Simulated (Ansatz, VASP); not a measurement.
**TiH3 in VASP and in Ansatz**

INCAR

```
PREC = Accurate
ENCUT = 600
EDIFF = 1E-6
ISMEAR = 0
SIGMA = 0.1
LREAL = False
LASPH = True
NELM = 100
ALGO = Normal
ISIF = 3
LWAVE = False
LCHARG = False
GGA = PE
IBRION = 2
NSW = 100
EDIFFG = -0.01
```

The input KPOINTS:

```
regular mesh
0
Gamma
  12 12 8
```

The input POSCAR:

```
TiH3
1.0
    3.1654958000      0.0000000000      0.0000000000
   -1.5827479000      2.7413998000      0.0000000000
    0.0000000000      0.0000000000      5.5850786000
Ti H
2 6
Direct
    0.3333333000      0.6666667000      0.2500000000
    0.6666667000      0.3333333000      0.7500000000
    0.3333333000      0.6666667000      0.5939700000
    0.3333333000      0.6666667000      0.9060300000
    0.6666667000      0.3333333000      0.4060300000
    0.6666667000      0.3333333000      0.0939700000
    0.0000000000      0.0000000000      0.2500000000
    0.0000000000      0.0000000000      0.7500000000
```

Input for Ansatz:

```yaml
crystal:
  lattice:
    - [3.1654958, 0.0, 0.0]
    - [-1.5827479, 2.7413998, 0.0]
    - [0.0, 0.0, 5.5850786]
  atoms:
    - { symbol: Ti, position: [0.3333333, 0.6666667, 0.25] }
    - { symbol: Ti, position: [0.6666667, 0.3333333, 0.75] }
    - { symbol: H, position: [0.3333333, 0.6666667, 0.59397] }
    - { symbol: H, position: [0.3333333, 0.6666667, 0.90603] }
    - { symbol: H, position: [0.6666667, 0.3333333, 0.40603] }
    - { symbol: H, position: [0.6666667, 0.3333333, 0.09397] }
    - { symbol: H, position: [0.0, 0.0, 0.25] }
    - { symbol: H, position: [0.0, 0.0, 0.75] }
basis:
  ecutwfc: 420
kpoints:
  mp_grid: { grid: [12, 12, 8] }
hamiltonian:
  xc: pbe
scf:
  occupations: { method: gaussian, width: 0.1 }
output:
  forces: true
  stress: true
  eigenvalues: true
relax:
  adjacent_minimum: "off"
  f_tol: 0.01
  max_steps: 80
  cell: { stress_tol: 0.05 }
```

Alike in both runs: task relaxation of cell and atoms; functional PBE; k mesh 12 × 12 × 8; occupations gaussian, width 0.1 eV; no spin polarisation.

|  | VASP | Ansatz |
| --- | --- | --- |
| version | VASP 6.6.1 | Ansatz 0.2.0 |
| potentials or method | VASP PAW PBE potentials, release 64 (Ti_sv, H), cutoff 600 eV | scalar-relativistic, plane waves, PAW |
| valence electrons in the cell | 30 | 30 |

|  | VASP | Ansatz | Ansatz less VASP |
| --- | --- | --- | --- |
| gap on the k mesh at the Fermi level, each at its own relaxed structure (eV) | none | none | - |
| relaxed volume (Å³/atom) | 6.06 | 6.06 | 0.000 |
| relaxed length of the cell vector where the two differ most in proportion (Å) | 3.165 | 3.165 | 0.0000 |

A gap of «none» marks a metal or a gap that the smearing closes.

Noted on VASP's run: the relaxation stopped at its first step, so nothing moved.
